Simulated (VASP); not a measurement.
Input of a VASP 6.6.1 run:

INCAR

```
  ALGO = Normal
  EDIFF = 1E-6
  ENCUT = 520
  GGA = PE
  ISIF = 2
  ISMEAR = 0
  LASPH = True
  LCHARG = False
  LREAL = False
  LWAVE = False
  NBANDS = 26
  NELM = 100
  PREC = Accurate
  SIGMA = 0.1
```

Contents of KPOINTS:

```
k-points
0
Gamma
  12 12 4
```

The input POSCAR:

```
Al4VN2
1.0
    2.4904231520     -1.4378566690      0.0077385150
    2.4904231520      1.4378566690      0.0077385150
   -1.7019311136      0.0000000000     11.6650905250
Al V N
4 1 2
Direct
    0.9024301757      0.9024301757      0.7066272487
    0.0975698243      0.0975698243      0.2933727513
    0.6342344189      0.6342344189      0.9024014334
    0.3657655811      0.3657655811      0.0975985666
    0.5000000000      0.5000000000      0.5000000000
    0.7949311071      0.7949311071      0.3851629525
    0.2050688929      0.2050688929      0.6148370475
```

Potentials or basis: VASP PAW PBE potentials, release 64 (Al, V_sv, N).

Command:

```bash
$ cat potpaw_PBE.64/Al/POTCAR potpaw_PBE.64/V_sv/POTCAR potpaw_PBE.64/N/POTCAR > POTCAR
$ mpirun -np 1 vasp_std > vasp.out
```

Question: What does it give for the pressure?

Answer: 0.0 GPa.

Question: Estimate the largest force.

Answer: 0.040 eV/Å.

Forces on the atoms (eV/Å):
```
Al   0.000  0.000 -0.013
Al   0.000  0.000  0.013
Al   0.000  0.000  0.001
Al   0.000  0.000 -0.001
V    0.000  0.000  0.000
N    0.001  0.000 -0.040
N   -0.001  0.000  0.040
```

Caveat: the run has no spin polarisation, though such a crystal can be magnetic.
